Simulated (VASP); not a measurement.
# ZnS (F-43m) in VASP: notebook

The runs below take ZnS through single point, with PBEsol.

Everything below comes from runs of VASP 6.6.1. Logs are shortened: lines on timing, memory, paths and dates and some standing lists are left out, and cuts for length are marked.

**Experimental background.**

“Electronic, vibrational, and thermodynamic properties of ZnS (zincblende and rocksalt structure)”, 2009, arxiv:0911.5022 quotes, for a bulk crystal of ZnS at 19 K: band gap 3.85 eV (direct).

How close the calculation comes is told below.

### Step 1. The cell of the first run

Symmetry: F-43m, No. 216, cubic system. Conventional cell: a = 5.256 Å, b = 5.256 Å, c = 5.256 Å, α = 90.00°, β = 90.00°, γ = 90.00°. Zn (site symmetry -43m) has 4 S at 2.28 Å within 3.0 Å. S (site symmetry -43m) has 4 Zn at 2.28 Å within 3.0 Å.

### Step 2. Single point, PBEsol

Input file INCAR:

```
SYSTEM = ZnS
PREC = Accurate ; ENCUT = 520
EDIFF = 1E-7 ; ISMEAR = 0
SIGMA = 0.01 ; LREAL = .False.
LASPH = .True. ; NELM = 80
ALGO = Normal ; ISIF = 2
LWAVE = .False. ; LCHARG = .False.
GGA = PS ; NBANDS = 16
```

Input file KPOINTS:

```
Automatic mesh
0
Gamma
  6 6 6
  0 0 0
```

Input file POSCAR:

```
ZnS
1.0
    0.0000000000      2.6279350084      2.6279350084
    2.6279350084      0.0000000000      2.6279350084
    2.6279350084      2.6279350084      0.0000000000
Zn S
1 1
Direct
    0.2500000000      0.2500000000      0.2500000000
    0.0000000000      0.0000000000      0.0000000000
```

Potentials or basis: VASP PAW PBE potentials, release 64 (Zn, S).

Started as:

```sh
> cat potpaw_PBE.64/Zn/POTCAR potpaw_PBE.64/S/POTCAR > POTCAR
> mpirun -np 1 vasp_std > vasp.out
```

OUTCAR:

```text
SYSTEM = ZnS
   PREC = Accurate
   ENCUT = 520
   EDIFF = 1E-7
   ISMEAR = 0
   LREAL = .False.
   LASPH = .True.
   NELM = 80
   ISIF = 2
   GGA = PS

 ion  position               nearest neighbor table
   1  0.250  0.250  0.250-   2 2.28   2 2.28   2 2.28   2 2.28
   2  0.000  0.000  0.000-   1 2.28   1 2.28   1 2.28   1 2.28

  LATTYP: Found a face centered cubic cell.
 ALAT       =     5.2558700168

  Lattice vectors:

 A1 = (   0.0000000000,   2.6279350084,   2.6279350084)
 A2 = (   2.6279350084,   0.0000000000,   2.6279350084)
 A3 = (   2.6279350084,   2.6279350084,   0.0000000000)

Analysis of symmetry for initial positions (statically):
=====================================================================
 Subroutine PRICEL returns:
 Original cell was already a primitive cell.

 Routine SETGRP: Setting up the symmetry group for a
 face centered cubic supercell.

 Subroutine GETGRP returns: Found 24 space group operations
 (whereof 24 operations were pure point group operations)
 out of a pool of 48 trial point group operations.

The static configuration has the point symmetry T_d .

Analysis of symmetry for dynamics (positions and initial velocities):
=====================================================================
 Subroutine PRICEL returns:
 Original cell was already a primitive cell.

 Routine SETGRP: Setting up the symmetry group for a
 face centered cubic supercell.

 Subroutine GETGRP returns: Found 24 space group operations
 (whereof 24 operations were pure point group operations)
 out of a pool of 48 trial point group operations.

The dynamic configuration has the point symmetry T_d .

 Subroutine INISYM returns: Found 24 space group operations
 (whereof 24 operations are pure point group operations),
 and found     1 'primitive' translations

----------------------------------------------------------------------------------------

                                     Primitive cell

  volume of cell :      36.2973

  direct lattice vectors                    reciprocal lattice vectors
     0.000000000  2.627935008  2.627935008    -0.190263457  0.190263457  0.190263457
     2.627935008  0.000000000  2.627935008     0.190263457 -0.190263457  0.190263457
     2.627935008  2.627935008  0.000000000     0.190263457  0.190263457 -0.190263457

  length of vectors
     3.716461330  3.716461330  3.716461330     0.329545975  0.329545975  0.329545975

  position of ions in fractional coordinates (direct lattice)
     0.250000000  0.250000000  0.250000000
     0.000000000  0.000000000  0.000000000

  ion indices of the primitive-cell ions
   primitive index   ion index
                 1           1
                 2           2

----------------------------------------------------------------------------------------

 KPOINTS: Automatic mesh

Automatic generation of k-mesh.
 Grid dimensions read from file:
 generate k-points for:    6    6    6

 Generating k-lattice:

  Cartesian coordinates                     Fractional coordinates (reciprocal lattice)
    -0.031710576  0.031710576  0.031710576     0.166666667  0.000000000  0.000000000
     0.031710576 -0.031710576  0.031710576     0.000000000  0.166666667  0.000000000
     0.031710576  0.031710576 -0.031710576     0.000000000  0.000000000  0.166666667

  Length of vectors
     0.054924329  0.054924329  0.054924329

  Shift w.r.t. Gamma in fractional coordinates (k-lattice)
     0.000000000  0.000000000  0.000000000

 Subroutine IBZKPT returns following result:
 ===========================================

 Found     16 irreducible k-points:

 Following reciprocal coordinates:
            Coordinates               Weight
  0.000000  0.000000  0.000000      1.000000
  0.166667  0.000000  0.000000      8.000000
  0.333333  0.000000  0.000000      8.000000
  0.500000  0.000000  0.000000      4.000000
  0.166667  0.166667  0.000000      6.000000
  0.333333  0.166667  0.000000     24.000000
[... 8 lines left out ...]
 -0.333333  0.333333  0.166667     24.000000
 -0.333333  0.500000  0.166667     12.000000
   k-points           NKPTS =     16   k-points in BZ     NKDIM =     16   number of bands    NBANDS=     16
   number of dos      NEDOS =    301   number of ions     NIONS =      2
   total plane-waves  NPLWV =  21952
   dimension x,y,z NGX =    28 NGY =   28 NGZ =   28
   dimension x,y,z NGXF=    56 NGYF=   56 NGZF=   56
   ions per type =               1   1
   NGX,Y,Z   is equivalent  to a cutoff of  12.53, 12.53, 12.53 a.u.
   NGXF,Y,Z  is equivalent  to a cutoff of  25.05, 25.05, 25.05 a.u.
 SYSTEM =  ZnS
   PREC   = accura    normal or accurate (medium, high low for compatibility)
   ISTART =      0    job   : 0-new  1-cont  2-samecut
   ICHARG =      2    charge: 1-file 2-atom 10-const
   ISPIN  =      1    spin polarized calculation?
   LNONCOLLINEAR =      F non collinear calculations
   LSORBIT =      F    spin-orbit coupling
   LASPH  =      T    aspherical Exc in radial PAW
[... 122 lines left out ...]
      4      -3.7477      2.00000
      5      -3.3435      2.00000
      6      -3.2713      2.00000
[... 8 lines left out ...]
     15      15.4985      0.00000
     16      16.9854      0.00000

 k-point     7 :       0.5000    0.1667    0.0000
  band No.  band energies     occupation
      1      -9.7515      2.00000
      2      -3.8072      2.00000
      3      -3.7172      2.00000
      4      -3.4950      2.00000
      5      -3.2708      2.00000
      6      -3.1590      2.00000
[... 8 lines left out ...]
     15      16.4812      0.00000
     16      17.1042      0.00000

 k-point     8 :      -0.3333    0.1667    0.0000
  band No.  band energies     occupation
      1      -9.8611      2.00000
      2      -3.7851      2.00000
      3      -3.7441      2.00000
      4      -3.6118      2.00000
      5      -3.3201      2.00000
      6      -3.2456      2.00000
[... 8 lines left out ...]
     15      16.0881      0.00000
     16      17.2126      0.00000

 k-point     9 :      -0.1667    0.1667    0.0000
  band No.  band energies     occupation
      1     -10.3601      2.00000
      2      -3.9063      2.00000
      3      -3.8221      2.00000
      4      -3.8095      2.00000
      5      -3.3430      2.00000
      6      -3.2854      2.00000
[... 8 lines left out ...]
     15      14.9524      0.00000
     16      17.4856      0.00000

 k-point    10 :       0.3333    0.3333    0.0000
  band No.  band energies     occupation
      1      -9.8935      2.00000
      2      -4.0449      2.00000
      3      -3.6360      2.00000
      4      -3.6360      2.00000
      5      -3.3419      2.00000
      6      -3.2442      2.00000
[... 8 lines left out ...]
     15      15.9832      0.00000
     16      20.4597      0.00000

 k-point    11 :       0.5000    0.3333    0.0000
  band No.  band energies     occupation
      1      -9.5647      2.00000
      2      -3.9496      2.00000
      3      -3.5763      2.00000
      4      -3.5363      2.00000
      5      -3.2460      2.00000
      6      -3.1182      2.00000
[... 8 lines left out ...]
     15      16.6840      0.00000
     16      18.1523      0.00000

 k-point    12 :      -0.3333    0.3333    0.0000
  band No.  band energies     occupation
      1      -9.5525      2.00000
      2      -3.8231      2.00000
      3      -3.6275      2.00000
      4      -3.3942      2.00000
      5      -3.2981      2.00000
      6      -3.0242      2.00000
[... 8 lines left out ...]
     15      14.5853      0.00000
     16      19.8134      0.00000

 k-point    13 :       0.5000    0.5000    0.0000
  band No.  band energies     occupation
      1      -9.4571      2.00000
      2      -4.0460      2.00000
      3      -3.5044      2.00000
      4      -3.5044      2.00000
      5      -3.2205      2.00000
      6      -3.0704      2.00000
[... 8 lines left out ...]
     15      16.6805      0.00000
     16      17.6213      0.00000

 k-point    14 :       0.5000    0.3333    0.1667
  band No.  band energies     occupation
      1      -9.7747      2.00000
      2      -3.8598      2.00000
      3      -3.7133      2.00000
      4      -3.5862      2.00000
      5      -3.2932      2.00000
      6      -3.2361      2.00000
[... 8 lines left out ...]
     15      17.1534      0.00000
     16      17.7955      0.00000

 k-point    15 :      -0.3333    0.3333    0.1667
  band No.  band energies     occupation
      1      -9.5524      2.00000
      2      -3.7875      2.00000
      3      -3.6619      2.00000
      4      -3.3930      2.00000
      5      -3.3365      2.00000
      6      -2.9512      2.00000
[... 8 lines left out ...]
     15      16.8909      0.00000
     16      17.6429      0.00000

 k-point    16 :      -0.3333    0.5000    0.1667
  band No.  band energies     occupation
      1      -9.4515      2.00000
      2      -3.8684      2.00000
      3      -3.5624      2.00000
      4      -3.4709      2.00000
      5      -3.2904      2.00000
      6      -2.8841      2.00000
[... 8 lines left out ...]
     15      17.0327      0.00000
     16      18.0281      0.00000

------------------------ aborting loop because EDIFF is reached ----------------------------------------

  FORCE on cell =-STRESS in cart. coord.  units (eV):
  Direction    XX          YY          ZZ          XY          YZ          ZX
  --------------------------------------------------------------------------------------
  -------------------------------------------------------------------------------------
  Total        1.2213226      1.2213226      1.2213226     -0.0000000      0.0000000      0.0000000
  in kB       53.9097269     53.9097269     53.9097269     -0.0000000      0.0000000      0.0000000
  external PRESSURE =      53.9097269 kB  Pullay stress =       0.0000000 kB

 VOLUME and BASIS-vectors are now :
 -----------------------------------------------------------------------------
  energy-cutoff  :      520.00
  volume of cell :       36.30
      direct lattice vectors                 reciprocal lattice vectors
     0.000000000  2.627935008  2.627935008    -0.190263457  0.190263457  0.190263457
     2.627935008  0.000000000  2.627935008     0.190263457 -0.190263457  0.190263457
     2.627935008  2.627935008  0.000000000     0.190263457  0.190263457 -0.190263457

 POSITION                                       TOTAL-FORCE (eV/Angst)
 -----------------------------------------------------------------------------------
      1.31397      1.31397      1.31397         0.000000      0.000000      0.000000
      0.00000      0.00000      0.00000        -0.000000     -0.000000     -0.000000
 -----------------------------------------------------------------------------------
    total drift:                               -0.000002     -0.000002     -0.000002

  FREE ENERGIE OF THE ION-ELECTRON SYSTEM (eV)
  ---------------------------------------------------
  free  energy   TOTEN  =        -7.5494051264 eV

  energy  without entropy=       -7.5494051264  energy(sigma->0) =       -7.54940513
```

Run time: 6.3 s. Hardware: 1 thread of AMD EPYC 9R45 (Zen 5), shared host; peak memory 0.12 GiB.

Results:

| Property | Result |
| --- | --- |
| Free energy | -7.5494 eV |
| Pressure | 5.4 GPa |
| Band gap on the k mesh | 2.34 eV, direct |

Caveat: the PAW data sets were made with another functional, which shifts forces and pressure a little.

### Step 3. Single point, PBEsol

This run uses another cell than the first one, of 18.94 Å³/atom, 1.043 times its volume.

Input file INCAR:

```
SYSTEM = ZnS
PREC = Accurate ; ENCUT = 520
EDIFF = 1E-7 ; ISMEAR = 0
SIGMA = 0.01 ; LREAL = .FALSE.
LASPH = .TRUE. ; NELM = 80
ALGO = Normal ; ISIF = 2
LWAVE = .FALSE. ; LCHARG = .FALSE.
GGA = PS ; NBANDS = 16
```

Input file KPOINTS:

```
Automatic mesh
0
G
  6 6 6
  0 0 0
```

Input file POSCAR:

```
ZnS
1.0
    0.0000000000      2.6654820099      2.6654820099
    2.6654820099      0.0000000000      2.6654820099
    2.6654820099      2.6654820099      0.0000000000
Zn S
1 1
Direct
    0.2500000000      0.2500000000      0.2500000000
    0.0000000000      0.0000000000      0.0000000000
```

Potentials or basis: VASP PAW PBE potentials, release 64 (Zn, S).

Started as:

```sh
> cat potpaw_PBE.64/Zn/POTCAR potpaw_PBE.64/S/POTCAR > POTCAR
> mpirun -np 1 vasp_std > vasp.out
```

It took 6.3 s on 1 thread of AMD EPYC 9R45 (Zen 5), shared host; peak memory 0.12 GiB.

Results (log left out):

```
Free energy            : -7.5824 eV
Pressure               : 1.4 GPa
Band gap on the k mesh : 2.15 eV, direct
```

Levels at points of the mesh, in eV from the valence-band top:
| k point | band 6 | band 7 | band 8 | band 9 | band 10 | band 11 | band 12 | band 13 |
| --- | --- | --- | --- | --- | --- | --- | --- | --- |
| (0.00, 0.00, 0.00) | -6.00 | 0.00 | 0.00 | 0.00 | 2.15 | 6.27 | 6.27 | 6.27 |
| (0.50, 0.00, 0.00) | -5.80 | -5.63 | -0.94 | -0.94 | 3.27 | 6.80 | 6.80 | 8.84 |
| (0.50, 0.50, 0.00) | -5.77 | -4.77 | -2.40 | -2.40 | 3.14 | 3.95 | 11.13 | 12.16 |

Caveat: the PAW data sets were made with another functional, which shifts forces and pressure a little.

### Step 4. Single point, PBEsol

This run uses another cell than the first one, of 19.73 Å³/atom, 1.087 times its volume.

Input file INCAR:

```
PREC = Accurate ; ENCUT = 520
EDIFF = 1E-6 ; ISMEAR = 0
SIGMA = 0.01 ; LREAL = False
LASPH = True ; NELM = 80
ALGO = Normal ; ISIF = 2
LWAVE = False ; LCHARG = False
GGA = PS ; NBANDS = 16
```

Input file KPOINTS:

```
Automatic mesh
0
Gamma
  6 6 6
```

Input file POSCAR:

```
ZnS
1.0
    0.0000000000      2.7020000000      2.7020000000
    2.7020000000      0.0000000000      2.7020000000
    2.7020000000      2.7020000000      0.0000000000
Zn S
1 1
Direct
    0.2500000000      0.2500000000      0.2500000000
    0.0000000000      0.0000000000      0.0000000000
```

Started as:

```sh
> cat potpaw_PBE.64/Zn/POTCAR potpaw_PBE.64/S/POTCAR > POTCAR
> mpirun -np 1 vasp_std > vasp.out
```

It took 6 s on 1 thread of AMD EPYC 9R45 (Zen 5), shared host; peak memory 0.12 GiB.

The run converged. Its results:

```
Free energy            : -7.5803 eV
Pressure               : -1.8 GPa
Band gap on the k mesh : 1.98 eV, direct
```

Levels at points of the mesh, in eV from the valence-band top:
| k point | band 7 | band 8 | band 9 | band 10 | band 11 | band 12 |
| --- | --- | --- | --- | --- | --- | --- |
| (0.00, 0.00, 0.00) | 0.00 | 0.00 | 0.00 | 1.98 | 6.31 | 6.31 |
| (0.50, 0.00, 0.00) | -5.36 | -0.88 | -0.88 | 3.19 | 6.83 | 6.83 |
| (0.50, 0.50, 0.00) | -4.61 | -2.25 | -2.25 | 3.24 | 3.97 | 10.83 |

Caveat: the PAW data sets were made with another functional, which shifts forces and pressure a little.

### Step 5. Single point, PBEsol

This run uses another cell than the first one, of 20.52 Å³/atom, 1.130 times its volume.

Input file INCAR:

```
ALGO = Normal
EDIFF = 1E-7
ENCUT = 520
GGA = PS
ISIF = 2
ISMEAR = 0
LASPH = T
LCHARG = T
LELF = T
LREAL = F
LVHAR = T
LWAVE = F
NBANDS = 16
NELM = 100
PREC = Accurate
SIGMA = 0.01
```

Input file KPOINTS:

```
k-points
0
Gamma
  6 6 6
```

Input file POSCAR:

```
ZnS
1.0
    0.0000000000      2.7375567091      2.7375567091
    2.7375567091      0.0000000000      2.7375567091
    2.7375567091      2.7375567091      0.0000000000
Zn S
1 1
Direct
    0.2500000000      0.2500000000      0.2500000000
    0.0000000000      0.0000000000      0.0000000000
```

Started as:

```sh
> cat potpaw_PBE.64/Zn/POTCAR potpaw_PBE.64/S/POTCAR > POTCAR
> mpirun -np 1 vasp_std > vasp.out
```

Run time: 7.6 s. Hardware: 1 thread of AMD EPYC 9R45 (Zen 5), shared host; peak memory 0.13 GiB.

Results (log left out):

| Property | Result |
| --- | --- |
| Free energy | -7.5502 eV |
| Pressure | -4.3 GPa |
| Band gap on the k mesh | 1.81 eV, direct |

Levels at points of the mesh, in eV from the valence-band top:
| k point | band 5 | band 6 | band 7 | band 8 | band 9 | band 10 | band 11 | band 12 | band 13 | band 14 |
| --- | --- | --- | --- | --- | --- | --- | --- | --- | --- | --- |
| (0.00, 0.00, 0.00) | -5.77 | -5.77 | 0.00 | 0.00 | 0.00 | 1.81 | 6.33 | 6.33 | 6.33 | 11.42 |
| (0.50, 0.00, 0.00) | -5.74 | -5.58 | -5.11 | -0.82 | -0.82 | 3.12 | 6.85 | 6.85 | 8.55 | 11.78 |
| (0.50, 0.50, 0.00) | -5.70 | -5.57 | -4.46 | -2.11 | -2.11 | 3.32 | 3.97 | 10.56 | 11.61 | 11.61 |

Caveat: the PAW data sets were made with another functional, which shifts forces and pressure a little. Expect the measured gap to be larger: semilocal functionals such as PBEsol lack the derivative discontinuity.

### Step 6. Single point, PBEsol

This run uses another cell than the first one, of 21.30 Å³/atom, 1.174 times its volume.

Input file INCAR:

```
SYSTEM = ZnS
  PREC = Accurate
  ENCUT = 520
  EDIFF = 1E-7
  ISMEAR = 0
  SIGMA = 0.01
  LREAL = .FALSE.
  LASPH = .TRUE.
  NELM = 80
  ALGO = Normal
  ISIF = 2
  LWAVE = .FALSE.
  LCHARG = .FALSE.
  GGA = PS
  NBANDS = 16
```

Input file KPOINTS:

```
Automatic mesh
0
G
  6 6 6
  0 0 0
```

Input file POSCAR:

```
ZnS
1.0
    0.0000000000      2.7722130048      2.7722130048
    2.7722130048      0.0000000000      2.7722130048
    2.7722130048      2.7722130048      0.0000000000
Zn S
1 1
Direct
    0.2500000000      0.2500000000      0.2500000000
    0.0000000000      0.0000000000      0.0000000000
```

Potentials or basis: VASP PAW PBE potentials, release 64 (Zn, S).

Started as:

```sh
> cat potpaw_PBE.64/Zn/POTCAR potpaw_PBE.64/S/POTCAR > POTCAR
> mpirun -np 1 vasp_std > vasp.out
```

It took 7.1 s on 1 thread of AMD EPYC 9R45 (Zen 5), shared host; peak memory 0.13 GiB.

It converged, with:

```
Free energy            : -7.4978 eV
Pressure               : -6.3 GPa
Band gap on the k mesh : 1.65 eV, direct
```

Levels at points of the mesh, in eV from the valence-band top:
| k point | band 7 | band 8 | band 9 | band 10 | band 11 | band 12 |
| --- | --- | --- | --- | --- | --- | --- |
| (0.00, 0.00, 0.00) | 0.00 | 0.00 | 0.00 | 1.65 | 6.34 | 6.34 |
| (0.50, 0.00, 0.00) | -4.88 | -0.77 | -0.77 | 3.04 | 6.86 | 6.86 |
| (0.50, 0.50, 0.00) | -4.31 | -1.98 | -1.98 | 3.40 | 3.95 | 10.31 |

Caveat: the PAW data sets were made with another functional, which shifts forces and pressure a little.

### Step 7. The runs side by side

| cell | gap on the mesh (eV) | pressure (GPa) |
| --- | --- | --- |
| a = 3.716 Å, angles 60.0°, 2 atoms | 2.34 | 5.4 |
| a = 3.770 Å, angles 60.0°, 2 atoms | 2.15 | 1.4 |
| a = 3.821 Å, angles 60.0°, 2 atoms | 1.98 | -1.8 |
| a = 3.871 Å, angles 60.0°, 2 atoms | 1.81 | -4.3 |
| a = 3.921 Å, angles 60.0°, 2 atoms | 1.65 | -6.3 |

Alike in all rows: task single point; level PBEsol; potentials or basis VASP PAW PBE potentials, release 64 (Zn, S); no spin polarisation; k mesh 6 × 6 × 6; cutoff (eV) 520; smearing gaussian 0.01 eV.

Caveats: the PAW data sets were made with another functional, which shifts forces and pressure a little.

Total energies depend on the potentials used, so only differences within one code and one set of settings carry meaning.

### Step 8. Comparison with measurements

Step 3. Against the measured gap of ZnS, 3.85 eV (direct; 19 K; quoted in “Electronic, vibrational, and thermodynamic properties of ZnS (zincblende and rocksalt structure)”, 2009, arxiv:0911.5022), the calculated 2.15 eV is off by -1.70 eV. The value is that of PBEsol, without temperature or zero-point motion. Semilocal functionals fall short of measured gaps as a rule.

Step 4. Against the measured gap of ZnS, 3.85 eV (direct; 19 K; quoted in “Electronic, vibrational, and thermodynamic properties of ZnS (zincblende and rocksalt structure)”, 2009, arxiv:0911.5022), the calculated 1.98 eV is off by -1.87 eV. The value is that of PBEsol, without temperature or zero-point motion. Semilocal functionals fall short of measured gaps as a rule.
